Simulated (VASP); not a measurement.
Set up this calculation in VASP 6.6.1, as the native input.

```
Task                   : single point
Functional             : PBEsol
Potentials or basis    : VASP PAW PBE potentials, release 64 (Mg, O)
Cutoff                 : 520 eV
k mesh                 : 9 × 9 × 2
Occupations            : gaussian, width 0.05 eV
Spin                   : no spin polarisation
Dipole correction      : no
Further INCAR settings : ALGO = Normal; EDIFF = 1e-06; NBANDS = 36
```

The structure of MgO lies in POSCAR:

```
MgO
1.0
    2.1351500000     -2.1351500000      0.0000000000
    2.1351500000      0.0000000000     -2.1351500000
    9.4066254038      9.4066254038      9.4066254038
Mg O
6 6
Direct
    0.6666666667      0.6666666667      0.0378306054
    0.0000000000      0.0000000000      0.7944427124
    0.3333333333      0.3333333333      0.1891530268
    0.6666666667      0.6666666667      0.4917978696
    0.0000000000      0.0000000000      0.3404754482
    0.3333333333      0.3333333333      0.6431202910
    0.6666666667      0.6666666667      0.2648142375
    0.0000000000      0.0000000000      0.1134918161
    0.3333333333      0.3333333333      0.4161366589
    0.6666666667      0.6666666667      0.7187815017
    1.0000000000      1.0000000000      0.5674590803
    0.3333333333      0.3333333333      0.8701039231
```

This cell differs from its parent crystal: the distance across one plane changed.

These files were run (other wordings do the same):

INCAR

```
ALGO = Normal
EDIFF = 1E-6
ENCUT = 520
GGA = PS
ISIF = 2
ISMEAR = 0
LASPH = T
LCHARG = F
LREAL = F
LWAVE = F
NBANDS = 36
NELM = 100
PREC = Accurate
SIGMA = 0.05
```

KPOINTS

```
k-points
0
Gamma
  9 9 2
```

Potentials or basis: VASP PAW PBE potentials, release 64 (Mg, O).

Run with:

```sh
$ cat potpaw_PBE.64/Mg/POTCAR potpaw_PBE.64/O/POTCAR > POTCAR
$ mpirun -np 1 vasp_std > vasp.out
```

It gave:

```json
{
 "Pressure": "-6.5 GPa",
 "Largest force": "1.767 eV/Å",
 "Band gap on the k mesh": "zero (bands 24 and 25 overlap by 0.22 eV)"
}
```

Caveat: the cell differs from its parent crystal (the distance across one plane changed); the cell stands under tension; semilocal functionals underestimate gaps, and a narrow one can read as zero; the PAW data sets were made with another functional, which shifts forces and pressure a little.

Run time: 69 s on 1 thread of AMD EPYC 9R45 96-Core Processor (Zen 5), with other jobs on the host, peak memory 0.26 GiB.
